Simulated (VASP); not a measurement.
# IrO2 (P4_2/mnm) in VASP: a series of runs, part 2 of 2

VASP 6.6.1.

**4. Single point, PBEsol**

Input file INCAR:

```
SYSTEM = IrO2
PREC = Accurate
ENCUT = 600
EDIFF = 1E-6
ISMEAR = 0
SIGMA = 0.15
LREAL = .FALSE.
LASPH = .TRUE.
NELM = 120
ALGO = Normal
ISIF = 2
LWAVE = .FALSE.
LCHARG = .TRUE.
GGA = PS
LELF = .TRUE.
LVHAR = .TRUE.
NBANDS = 30
GGA_COMPAT = .FALSE.
```

Input file KPOINTS:

```
regular mesh
0
G
  10 10 12
  0 0 0
```

Input file POSCAR:

```
IrO2
1.0
    4.4715818232      0.0000000000      0.0000000000
    0.0000000000      4.4715818232      0.0000000000
    0.0000000000      0.0000000000      3.1535743094
Ir O
2 4
Direct
    0.0000000000      0.0000000000      0.0000000000
    0.5000000000      0.5000000000      0.5000000000
    0.3087817154      0.3087817154      0.0000000000
    0.1912182846      0.8087817154      0.5000000000
    0.6912182846      0.6912182846      0.0000000000
    0.8087817154      0.1912182846      0.5000000000
```

Potentials or basis: VASP PAW PBE potentials, release 64 (Ir, O).

Command:

```bash
cat potpaw_PBE.64/Ir/POTCAR potpaw_PBE.64/O/POTCAR > POTCAR
mpirun -np 1 vasp_std > vasp.out
```

OUTCAR:

```text
SYSTEM = IrO2
   PREC = Accurate
   ENCUT = 600
   EDIFF = 1E-6
   ISMEAR = 0
   LREAL = .FALSE.
   LASPH = .TRUE.
   NELM = 120
   ISIF = 2
   GGA = PS

 ion  position               nearest neighbor table
   1  0.000  0.000  0.000-   3 1.95   5 1.95   4 1.99   6 1.99   4 1.99   6 1.99
   2  0.500  0.500  0.500-   4 1.95   6 1.95   5 1.99   3 1.99   3 1.99   5 1.99
   3  0.309  0.309  0.000-   1 1.95   2 1.99   2 1.99
   4  0.191  0.809  0.500-   2 1.95   1 1.99   1 1.99
   5  0.691  0.691  0.000-   1 1.95   2 1.99   2 1.99
   6  0.809  0.191  0.500-   2 1.95   1 1.99   1 1.99

  LATTYP: Found a simple tetragonal cell.
 ALAT       =     4.4715818232
 C/A-ratio  =     0.7052480384

  Lattice vectors:

 A1 = (   4.4715818232,   0.0000000000,   0.0000000000)
 A2 = (   0.0000000000,   4.4715818232,   0.0000000000)
 A3 = (   0.0000000000,   0.0000000000,   3.1535743094)

Analysis of symmetry for initial positions (statically):
=====================================================================
 Subroutine PRICEL returns:
 Original cell was already a primitive cell.

[... 183 lines left out ...]
 cond. band min:       6.3130344242   @ k =   0.4000   0.4000   0.0000
 fundamental gap:      0.0175982008
 Fermi energy:         6.3035438900

 k-point     1 :       0.0000    0.0000    0.0000
  band No.  band energies     occupation
      1     -15.0683      2.00000
      2     -13.8117      2.00000
      3     -12.6541      2.00000
      4     -12.6541      2.00000
      5      -3.7981      2.00000
      6      -3.5592      2.00000
[... 781 lines left out ...]
     29      15.1121      0.00000
     30      17.8761      0.00000

 [... further k-points ...]

------------------------ aborting loop because EDIFF is reached ----------------------------------------

  FORCE on cell =-STRESS in cart. coord.  units (eV):
  Direction    XX          YY          ZZ          XY          YZ          ZX
  --------------------------------------------------------------------------------------
  -------------------------------------------------------------------------------------
  Total        0.9801901      0.9801901      1.3870392      0.0000000      0.0000000      0.0000000
  in kB       24.9055103     24.9055103     35.2430818      0.0000000      0.0000000      0.0000000
  external PRESSURE =      28.3513675 kB  Pullay stress =       0.0000000 kB

 VOLUME and BASIS-vectors are now :
 -----------------------------------------------------------------------------
  energy-cutoff  :      600.00
  volume of cell :       63.06
      direct lattice vectors                 reciprocal lattice vectors
     4.471581823  0.000000000  0.000000000     0.223634508  0.000000000  0.000000000
     0.000000000  4.471581823  0.000000000     0.000000000  0.223634508  0.000000000
     0.000000000  0.000000000  3.153574309     0.000000000  0.000000000  0.317100503

 POSITION                                       TOTAL-FORCE (eV/Angst)
 -----------------------------------------------------------------------------------
      0.00000      0.00000      0.00000         0.000000      0.000000      0.000000
      2.23579      2.23579      1.57679         0.000000      0.000000      0.000000
      1.38074      1.38074      0.00000        -0.001095     -0.001095      0.000000
      0.85505      3.61653      1.57679         0.001095     -0.001095      0.000000
      3.09084      3.09084      0.00000         0.001095      0.001095     -0.000000
      3.61653      0.85505      1.57679        -0.001095      0.001095     -0.000000
 -----------------------------------------------------------------------------------
    total drift:                                0.000000      0.000000     -0.000000

  FREE ENERGIE OF THE ION-ELECTRON SYSTEM (eV)
  ---------------------------------------------------
  free  energy   TOTEN  =       -45.5732893068 eV

  energy  without entropy=      -45.5415824811  energy(sigma->0) =      -45.55743589
```

stdout:

```text
POSCAR found type information on POSCAR IrO
 POSCAR found :  2 types and       6 ions
 scaLAPACK will be used
 -----------------------------------------------------------------------------
|                                                                             |
|                                                                             |
|     You enforced a specific xc type in the INCAR file but a different       |
|     I HOPE YOU KNOW WHAT YOU ARE DOING!                                     |
|                                                                             |
 -----------------------------------------------------------------------------

 LDA part: xc-table for (Slater+PW92), standard interpolation
 POSCAR, INCAR and KPOINTS ok, starting setup
 FFT: planning ... GRIDC
 FFT: planning ... GRID_SOFT
 FFT: planning ... GRID
 WAVECAR not read
 entering main loop
```

It took 4.3 min on 1 thread of Intel Xeon 8259CL, shared host; peak memory 0.39 GiB.

Results:

```yaml
Free_energy: -45.5733 eV
Pressure: 2.8 GPa
Band_gap_on_the_k_mesh: zero (bands 21 and 22 overlap by 1.40 eV)
```

Stress tensor (GPa, compression positive):
```
2.49 0.00 0.00
0.00 2.49 0.00
0.00 0.00 3.52
```

Caveat: the PAW data sets were made with another functional, which shifts forces and pressure a little; spin-orbit coupling is left out, which moves the levels of the heavy elements.

**5. Summary**

```tsv
spin	cell	k mesh	smearing	gap on the mesh (eV)	pressure (GPa)	largest force (eV/Å)
off	a = 4.472, b = 4.472, c = 3.154 Å, 6 atoms, atomic positions A	8 × 8 × 12	gaussian 0.1 eV	none	2.8	0.01
collinear	a = 4.499, b = 4.499, c = 3.146 Å, 6 atoms, atomic positions B	4 × 4 × 6	gaussian 0.1 eV	none	0.7	0.59
off	a = 4.472, b = 4.472, c = 3.154 Å, 6 atoms, atomic positions A	10 × 10 × 12	gaussian 0.15 eV	none	2.8	-
```

Alike in all rows: task single point; level PBEsol; potentials or basis VASP PAW PBE potentials, release 64 (Ir, O); cutoff (eV) 600.

Caveats: the PAW data sets were made with another functional, which shifts forces and pressure a little; spin-orbit coupling is left out, which moves the levels of the heavy elements.

Total energies depend on the potentials used, so only differences within one code and one set of settings carry meaning.
